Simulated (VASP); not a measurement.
A run of VASP 6.6.1 is set up as follows.

The input INCAR:

```
SYSTEM = As
PREC     = Accurate       ! precision mode
ENCUT    = 520            ! plane-wave cutoff, eV
EDIFF    = 1E-6           ! SCF threshold, eV
ISMEAR   = -1             ! smearing method
SIGMA    = 0.1            ! smearing width, eV
LREAL    = .False.        ! projectors in reciprocal space
LASPH    = .True.         ! aspherical terms in the spheres
NELM     = 80             ! most SCF steps
ALGO     = Normal         ! electronic algorithm
ISIF     = 2              ! what is computed and relaxed
LWAVE    = .False.        ! write WAVECAR
LCHARG   = .False.        ! write CHGCAR
GGA      = RE             ! functional
NBANDS   = 8              ! bands
```

File KPOINTS:

```
Automatic mesh
0
Gamma
  15 15 15
  0 0 0
```

POSCAR

```
As
1.0
   -1.6197164567      1.6197164567      1.6197164567
    1.6197164567     -1.6197164567      1.6197164567
    1.6197164567      1.6197164567     -1.6197164567
As
1
Direct
    0.0000000000      0.0000000000      0.0000000000
```

Potentials or basis: VASP PAW PBE potentials, release 64 (As).

Command:

```sh
$ cat potpaw_PBE.64/As/POTCAR > POTCAR
$ mpirun -np 1 vasp_std > vasp.out
```

**Question.** Estimate the pressure.

**Answer.** 13.2 GPa.

Caveat: the PAW data sets were made with another functional, which shifts forces and pressure a little.
